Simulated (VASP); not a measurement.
# Ag: single point with PBEsol

Ag, a slab with vacuum:

```xyz
7
Lattice="2.8687 0.0000 0.0000 -1.4344 2.4844 0.0000 0.0000 0.0000 21.0393" Properties=species:S:1:pos:R:3 pbc="T T T"
Ag    0.0000    0.0000    3.5000
Ag    1.4344    0.8281    5.8380
Ag    0.0000    1.6563    8.1760
Ag    1.4344    0.8281   10.5197
Ag    0.0000    1.6563   12.8577
Ag    0.0000    0.0000   15.1956
Ag    0.0000    1.6563   17.5393
```

```json
{"Program": "VASP 6.6.1", "Task": "single point", "Functional": "PBEsol", "Potentials or basis": "VASP PAW PBE potentials, release 64 (Ag)", "Cutoff": "520 eV", "k mesh": "12 × 12 × 1", "Occupations": "gaussian, width 0.1 eV", "Spin": "no spin polarisation"}
```

```json
{"Largest force": "0.044 eV/Å", "Band gap on the k mesh": "zero (an odd number of electrons rules out a gap without spin polarisation)"}
```

Forces in eV/Å, atoms in the order of the input:
```
Ag   0.000  0.000  0.023
Ag   0.000  0.000  0.019
Ag   0.000  0.000 -0.038
Ag   0.000  0.000 -0.002
Ag   0.000  0.000  0.044
Ag   0.000  0.000 -0.018
Ag   0.000  0.000 -0.028
```

Levels at points of the mesh, in eV from the Fermi level:
```csv
k point,band 35,band 36,band 37,band 38,band 39,band 40,band 41,band 42,band 43,band 44
"(0.00, 0.00, 0.00)",-3.14,-3.14,-2.98,-2.98,-2.92,-2.92,-1.96,-0.45,0.14,4.12
"(0.50, 0.00, 0.00)",-2.59,0.05,0.23,0.72,1.05,1.43,1.60,1.67,4.38,4.59
```

It took 6.6 min on 1 thread of Intel Xeon 8259CL, with other jobs on the host, peak memory 0.33 GiB.

Caveat: the PAW data sets were made with another functional, which shifts forces and pressure a little.
